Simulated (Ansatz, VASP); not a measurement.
One calculation of Co, two programs

File INCAR:

```
SYSTEM = Co
PREC     = Accurate       ! precision mode
ENCUT    = 520            ! plane-wave cutoff, eV
EDIFF    = 1E-6           ! SCF threshold, eV
ISMEAR   = -1             ! smearing method
SIGMA    = 0.05           ! smearing width, eV
LREAL    = .FALSE.        ! projectors in reciprocal space
LASPH    = .TRUE.         ! aspherical terms in the spheres
NELM     = 150            ! most SCF steps
ALGO     = Normal         ! electronic algorithm
ISIF     = 2              ! what is computed and relaxed
LWAVE    = .FALSE.        ! write WAVECAR
LCHARG   = .FALSE.        ! write CHGCAR
ISPIN    = 2              ! spin polarisation
MAGMOM   = 1.722 1.722    ! initial moments
LORBIT   = 11             ! projections on sites
LMAXMIX  = 4              ! l up to which the mixer works
GGA      = RE             ! functional
NBANDS   = 20             ! bands
```

The input KPOINTS:

```
regular mesh
0
G
  23 23 13
  0 0 0
```

File POSCAR:

```
Co
1.0
    2.5122498490      0.0000000000      0.0000000000
   -1.2561249245      2.1756721899      0.0000000000
    0.0000000000      0.0000000000      4.0561539047
Co
2
Direct
    0.3333333333      0.6666666667      0.2500000000
    0.6666666667      0.3333333333      0.7500000000
```

Input for Ansatz:

```yaml
crystal:
  lattice:
    - [2.512249849, 0.0, 0.0]
    - [-1.2561249245, 2.1756721899, 0.0]
    - [0.0, 0.0, 4.0561539047]
  atoms:
    - { symbol: Co, position: [0.3333333333, 0.6666666667, 0.25], spin: 1.722 }
    - { symbol: Co, position: [0.6666666667, 0.3333333333, 0.75], spin: 1.722 }
hamiltonian:
  xc: revpbe
  pseudopotentials:
    kind: paw
    azcp:
      Co: "pseudopotentials/Co.paw.azcp"
basis:
  ecutwfc: 420
  fft_grid_basis: typed
kpoints:
  mp_grid: { grid: [23, 23, 13], shift: [0, 0, 0] }
magnetization:
  spin_polarized: true
scf:
  occupations: { method: fermi_dirac, width: 0.05 }
```

Alike in both runs: task single point; functional revPBE; k mesh 23 × 23 × 13; occupations fermi-dirac, width 0.05 eV; collinear spin.

|  | VASP | Ansatz |
| --- | --- | --- |
| version | VASP 6.6.1 | Ansatz 0.2.0 |
| potentials or method | VASP PAW PBE potentials, release 64 (Co), cutoff 520 eV | plane waves (420 eV) with PAW, scalar-relativistic |
| valence electrons in the cell | 18 | 34 |

|  | VASP | Ansatz | Ansatz less VASP |
| --- | --- | --- | --- |
| net moment per atom (μB) | 1.62 | 1.63 | +0.011 |
| size of the moment on the site where the two differ most (μB) | 1.65 | 1.71 | +0.068 |

VASP's potentials were made for PBE, not for revPBE. Site moments also hang on the region over which each program counts them. VASP's potentials hold 18 valence electrons a cell and Ansatz's 34, so a difference there can come from the potentials and not from the codes.
